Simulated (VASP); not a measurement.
Input of a VASP 6.6.1 run:

POSCAR

```
BaF2
1.0
    0.0000000000      3.1973441733      3.1973441733
    3.1973441733      0.0000000000      3.1973441733
    3.1973441733      3.1973441733      0.0000000000
Ba F
1 2
Direct
    0.0000000000      0.0000000000      0.0000000000
    0.2500000000      0.2500000000      0.2500000000
    0.7500000000      0.7500000000      0.7500000000
```

Contents of INCAR.step1:

```
SYSTEM = BaF2
PREC = Accurate
ENCUT = 660
ISMEAR = 0
SIGMA = 0.02
LREAL = .False.
LASPH = .True.
NELM = 120
NBANDS = 19
GGA = PE
ALGO = Normal
EDIFF = 1E-5
LWAVE = .True.
LCHARG = .False.
GGA_COMPAT = .False.
```

File INCAR.step2:

```
SYSTEM = BaF2
PREC = Accurate
ENCUT = 660
EDIFF = 1E-6
ISMEAR = 0
SIGMA = 0.02
LREAL = .False.
LASPH = .True.
NELM = 120
ALGO = Normal
ISIF = 2
LWAVE = .False.
LCHARG = .False.
METAGGA = R2SCAN
LMIXTAU = .True.
NBANDS = 19
ISTART = 1
GGA_COMPAT = .False.
```

File KPOINTS:

```
Automatic mesh
0
Gamma
  6 6 6
  0 0 0
```

Potentials or basis: VASP PAW PBE potentials, release 64 (Ba_sv, F).

Launch:

```console
$ cat potpaw_PBE.64/Ba_sv/POTCAR potpaw_PBE.64/F/POTCAR > POTCAR
$ cp INCAR.step1 INCAR
$ mpirun -np 1 vasp_std > vasp.out
$ cp INCAR.step2 INCAR
$ mpirun -np 1 vasp_std > vasp.out
```

(1) Predict the band gap on the k mesh.

(2) Predict the pressure.

Answers

(1) 6.95 eV (least direct gap 6.99 eV).

(2) -4.1 GPa.

Caveat: the cell stands under tension; the PAW data sets were made with another functional, which shifts forces and pressure a little; spin-orbit coupling is left out, which moves the levels of the heavy elements.
